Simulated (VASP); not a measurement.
# CO2 in VASP: single point with PBE+D3(BJ)

Aim: the single point of CO2 with PBE+D3(BJ).

All numbers are computed with VASP 6.6.1; they aren't measurements. Logs are shortened: lines on timing, memory, paths and dates and some standing lists are left out, and cuts for length are marked.

### Step 1. The cell of the first run

The cell holds a disordered packing, 18 atoms: a = 7.343 Å, b = 7.343 Å, c = 7.343 Å, α = 90.00°, β = 90.00°, γ = 90.00°.

### Step 2. Single point, PBE+D3(BJ)

File INCAR:

```
SYSTEM = CO2
PREC = Accurate
ENCUT = 1000
EDIFF = 1E-6
ISMEAR = -1
SIGMA = 0.05
LREAL = Auto
LASPH = .True.
NELM = 120
ALGO = Normal
ISIF = 2
LWAVE = .False.
LCHARG = .False.
GGA = PE
IVDW = 12
NBANDS = 63
GGA_COMPAT = .False.
```

File KPOINTS:

```
Automatic mesh
0
Gamma
  1 1 1
  0 0 0
```

File POSCAR:

```
CO2
1.0
    7.3434200000      0.0000000000      0.0000000000
    0.0000000000      7.3434200000      0.0000000000
    0.0000000000      0.0000000000      7.3434200000
C O
6 12
Direct
    0.3346398786      0.3844414448      0.4140518963
    0.6381959837      0.2103740115      0.8773402830
    0.0775410459      0.9777254081      0.9050881213
    0.2472569885      0.4819598609      0.9195677384
    0.8551501618      0.5284770949      0.2321303916
    0.0596523925      0.9107859072      0.4009717336
    0.2443357822      0.3049421284      0.3097107301
    0.4245398642      0.4638750088      0.5181338176
    0.5796241451      0.2514518813      1.0200208253
    0.6952172896      0.1698050435      0.7347599712
    0.1781756921      0.9334651082      0.7901400405
   -0.0234087467      1.0207397480      1.0206104631
    0.3193947651      0.5993718606      0.9989743781
    0.1747261281      0.3649884770      0.8393079051
    0.8407903285      0.4875472840      0.3848731816
    0.8699616167      0.5709882281      0.0792218733
    0.1740850952      0.8098924057      0.3540049392
   -0.0557663110      1.0096953990      0.4475674105
```

Potentials or basis: VASP PAW PBE potentials, release 64 (C_h, O_h).

Started as:

```console
> cat potpaw_PBE.64/C_h/POTCAR potpaw_PBE.64/O_h/POTCAR > POTCAR
> mpirun -np 1 vasp_gam > vasp.out
```

OUTCAR:

```text
SYSTEM = CO2
   PREC = Accurate
   ENCUT = 1000
   EDIFF = 1E-6
   ISMEAR = -1
   LREAL = Auto
   LASPH = .True.
   NELM = 120
   ISIF = 2
   GGA = PE
   IVDW = 12
 IVDW          = 12

 ion  position               nearest neighbor table
   1  0.335  0.384  0.414-   8 1.17   7 1.17
   2  0.638  0.210  0.877-  10 1.17   9 1.17
   3  0.078  0.978  0.905-  11 1.17  12 1.17
   4  0.247  0.482  0.920-  13 1.17  14 1.17
   5  0.855  0.528  0.232-  15 1.17  16 1.17
   6  0.060  0.911  0.401-  18 1.17  17 1.17
   7  0.244  0.305  0.310-   1 1.17
   8  0.425  0.464  0.518-   1 1.17
   9  0.580  0.251  0.020-   2 1.17
  10  0.695  0.170  0.735-   2 1.17
  11  0.178  0.933  0.790-   3 1.17
  12  0.977  0.021  0.021-   3 1.17
  13  0.319  0.599  0.999-   4 1.17
  14  0.175  0.365  0.839-   4 1.17
  15  0.841  0.488  0.385-   5 1.17
  16  0.870  0.571  0.079-   5 1.17
  17  0.174  0.810  0.354-   6 1.17
  18  0.944  0.010  0.448-   6 1.17

  LATTYP: Found a simple cubic cell.
 ALAT       =     7.3434200000

  Lattice vectors:

 A1 = (   7.3434200000,   0.0000000000,   0.0000000000)
 A2 = (   0.0000000000,   7.3434200000,   0.0000000000)
 A3 = (   0.0000000000,   0.0000000000,   7.3434200000)

Analysis of symmetry for initial positions (statically):
=====================================================================
 Subroutine PRICEL returns:
 Original cell was already a primitive cell.

 Routine SETGRP: Setting up the symmetry group for a
 simple cubic supercell.

 Subroutine GETGRP returns: Found  1 space group operations
 (whereof  1 operations were pure point group operations)
 out of a pool of 48 trial point group operations.

The static configuration has the point symmetry C_1 .

Analysis of symmetry for dynamics (positions and initial velocities):
=====================================================================
 Subroutine PRICEL returns:
 Original cell was already a primitive cell.

 Routine SETGRP: Setting up the symmetry group for a
 simple cubic supercell.

 Subroutine GETGRP returns: Found  1 space group operations
 (whereof  1 operations were pure point group operations)
 out of a pool of 48 trial point group operations.

The dynamic configuration has the point symmetry C_1 .

[... 106 lines left out ...]
   EDIFF  = 0.1E-05   stopping-criterion for ELM
   LREAL  =      T    real-space projection
   EDIFFG = 0.1E-04   stopping-criterion for IOM
   NSW    =      0    number of steps for IOM
   IBRION =     -1    ionic relax: 0-MD 1-quasi-New 2-CG
   NFREE  =      0    steps in history (QN), initial steepest desc. (CG)
   ISIF   =      2    stress and relaxation
   ISYM   =      2    0-nonsym 1-usesym 2-fastsym
   POTIM  = 0.5000    time-step for ionic-motion
   TEBEG  =    0.0;   TEEND  =   0.0 temperature during run
   PSTRESS=    0.0 pullay stress
   NELECT =      96.0000    total number of electrons
   NUPDOWN=      -1.0000    fix difference up-down
   EMIN   =  10.00;   EMAX   =-10.00  energy-range for DOS
   EFERMI =   0.00;   METHOD = LEGACY
   ISMEAR =    -1;   SIGMA  =   0.05  broadening in eV -4-tet -1-fermi 0-gaus
   EFERMI_NEDOS =   21; number of points for ismear=-14 and -15
   IALGO  =     38    algorithm
   IMIX   =      4    mixing-type and parameters
     AMIX     =   0.40;   BMIX     =  1.00
     AMIX_MAG =   1.60;   BMIX_MAG =  1.00
  volume/ion in A,a.u.               =      22.00       148.46
  Fermi-wavevector in a.u.,A,eV,Ry     =   1.020783  1.929001 14.177250  1.041998
  Thomas-Fermi vector in A             =   2.154372
   LORBIT       =      0    0 simple, 1 ext, 2 COOP (PROOUT), +10 PAW based schemes
   GGA     = PE    functional components
   LHFCALC =     F    Hartree Fock is set to
   AEXX    =    0.0000 exact exchange contribution
   IVDW    =    12    specifies the selected vdW correction
   LEPSILON=     F    determine dielectric tensor
   LRPA    =     F    only Hartree local field effects (RPA)
 non-spin polarized calculation
  energy-cutoff  :     1000.00
  volume of cell :      396.00
 maximum number of plane-waves:     14213
 NGX is ok and might be reduce to    80
   NGX = 37   NGY = 37   NGZ = 37

 number of electron      96.0000000 magnetization

 Free energy of the ion-electron system (eV)
  ---------------------------------------------------
  ext. energy  EPLUGINS =         0.00000000
  ---------------------------------------------------
  free energy    TOTEN  =      -139.59602356 eV

  energy without entropy =     -139.59602356  energy(sigma->0) =     -139.59602356

 E-fermi :  -3.8312     XC(G=0):  -6.1123

 val. band max:       -5.0681143005   @ k =   0.0000   0.0000   0.0000
 cond. band min:       1.4534281779   @ k =   0.0000   0.0000   0.0000
 fundamental gap:      6.5215424784
 Fermi energy:        -3.8311949906

 k-point     1 :       0.0000    0.0000    0.0000
  band No.  band energies     occupation
      1     -25.5207      2.00000
      2     -25.4544      2.00000
      3     -25.4067      2.00000
      4     -25.3828      2.00000
      5     -25.3509      2.00000
      6     -25.2183      2.00000
[... 52 lines left out ...]
     59       3.5126      0.00000
     60       3.6402      0.00000
 [bands above 60 left out]

------------------------ aborting loop because EDIFF is reached ----------------------------------------

 Edisp (eV)   -0.82861

 E8    (eV) :    -0.2105

  FORCE on cell =-STRESS in cart. coord.  units (eV):
  Direction    XX          YY          ZZ          XY          YZ          ZX
  --------------------------------------------------------------------------------------
  -------------------------------------------------------------------------------------
  Total       0.26929     0.22335     0.99061    -0.05709     0.30700    -0.29072
  in kB       1.08952     0.90365     4.00793    -0.23100     1.24207    -1.17621
  external pressure =        2.00 kB  Pullay stress =        0.00 kB

 VOLUME and BASIS-vectors are now :
 -----------------------------------------------------------------------------
  energy-cutoff  :     1000.00
  volume of cell :      396.00
      direct lattice vectors                 reciprocal lattice vectors
     7.343420000  0.000000000  0.000000000     0.136176332  0.000000000  0.000000000
     0.000000000  7.343420000  0.000000000     0.000000000  0.136176332  0.000000000
     0.000000000  0.000000000  7.343420000     0.000000000  0.000000000  0.136176332

 POSITION                                       TOTAL-FORCE (eV/Angst)
 -----------------------------------------------------------------------------------
      2.45740      2.82311      3.04056        -0.024481     -0.007328     -0.040330
      4.68654      1.54486      6.44268        -0.050214      0.026451      0.098893
      0.56942      7.17985      6.64644        -0.037570      0.016323      0.048734
      1.81571      3.53923      6.75277         0.001256      0.009044     -0.003585
      6.27973      3.88083      1.70463         0.003513      0.003538     -0.058148
      0.43805      6.68828      2.94450         0.021814     -0.024384     -0.008575
[... 10 lines left out ...]
      1.27838      5.94738      2.59961        -0.003610      0.011544     -0.001120
      6.93390      0.07120      3.28668        -0.022786      0.028255      0.017420
 -----------------------------------------------------------------------------------
    total drift:                                0.001669      0.001836     -0.001166

  FREE ENERGIE OF THE ION-ELECTRON SYSTEM (eV)
  ---------------------------------------------------
  free  energy   TOTEN  =      -140.4246338882 eV

  energy  without entropy=     -140.4246338881  energy(sigma->0) =     -140.42463389
```

OSZICAR:

```text
N       E                     dE             d eps       ncg     rms          rms(c)
DAV:   1     0.144496758001E+04    0.14450E+04   -0.69112E+04   126   0.231E+03
DAV:   2     0.152099585847E+03   -0.12929E+04   -0.12367E+04   181   0.403E+02
DAV:   3    -0.137058721934E+03   -0.28916E+03   -0.28638E+03   164   0.204E+02
DAV:   4    -0.149057678159E+03   -0.11999E+02   -0.11858E+02   156   0.452E+01
DAV:   5    -0.149507062530E+03   -0.44938E+00   -0.44659E+00   164   0.798E+00    0.208E+01
DAV:   6    -0.140464299075E+03    0.90428E+01   -0.29138E+01   156   0.228E+01    0.837E+00
DAV:   7    -0.139833030078E+03    0.63127E+00   -0.19006E+00   148   0.662E+00    0.479E+00
DAV:   8    -0.139614000586E+03    0.21903E+00   -0.12572E+00   156   0.458E+00    0.948E-01
DAV:   9    -0.139597078573E+03    0.16922E-01   -0.16853E-01   156   0.198E+00    0.602E-01
DAV:  10    -0.139595912571E+03    0.11660E-02   -0.11901E-02   156   0.689E-01    0.124E-01
DAV:  11    -0.139596087707E+03   -0.17514E-03   -0.15606E-03   164   0.191E-01    0.708E-02
DAV:  12    -0.139596057025E+03    0.30682E-04   -0.32623E-04   180   0.104E-01    0.249E-02
DAV:  13    -0.139596033566E+03    0.23459E-04   -0.50584E-05   156   0.479E-02    0.986E-03
DAV:  14    -0.139596027055E+03    0.65105E-05   -0.23908E-05   156   0.237E-02    0.772E-03
DAV:  15    -0.139596023948E+03    0.31068E-05   -0.29513E-06   140   0.156E-02    0.226E-03
DAV:  16    -0.139596023559E+03    0.38892E-06   -0.16258E-06   108   0.820E-03
   1 F= -.14042463E+03 E0= -.14042463E+03  d E =-.720499E-10
```

It took 86 s on 1 thread of AMD EPYC 7R43 (Zen 3), shared host; peak memory 0.87 GiB.

What came out:

* Free energy: -140.4246 eV
* Pressure: 0.2 GPa
* Largest force: 0.227 eV/Å
* Dispersion energy per atom: -0.046 eV

Forces in eV/Å, atoms in the order of the input:
```
C   -0.024 -0.007 -0.040
C   -0.050  0.026  0.099
C   -0.038  0.016  0.049
C    0.001  0.009 -0.004
C    0.004  0.004 -0.058
C    0.022 -0.024 -0.009
O   -0.109 -0.096 -0.107
O    0.130  0.122  0.141
O   -0.018 -0.002  0.036
O    0.049 -0.050 -0.133
O    0.062 -0.015 -0.065
O   -0.003 -0.002  0.018
O    0.032  0.048  0.025
O   -0.026 -0.052 -0.030
O   -0.038 -0.054  0.215
O    0.033  0.038 -0.154
O   -0.004  0.012 -0.001
O   -0.023  0.028  0.017
```

Stress tensor (GPa, compression positive):
```
 0.11 -0.02 -0.12
-0.02  0.09  0.12
-0.12  0.12  0.40
```

Levels at points of the mesh, in eV from the Fermi level:
| k point | band 44 | band 45 | band 46 | band 47 | band 48 | band 49 | band 50 | band 51 | band 52 | band 53 |
| --- | --- | --- | --- | --- | --- | --- | --- | --- | --- | --- |
| (0.00, 0.00, 0.00) | -1.45 | -1.39 | -1.38 | -1.28 | -1.24 | 5.28 | 6.66 | 6.76 | 6.89 | 6.94 |

Caveat: the k points lie up to 0.86 Å⁻¹ apart, too coarse for converged energies, forces and pressures.
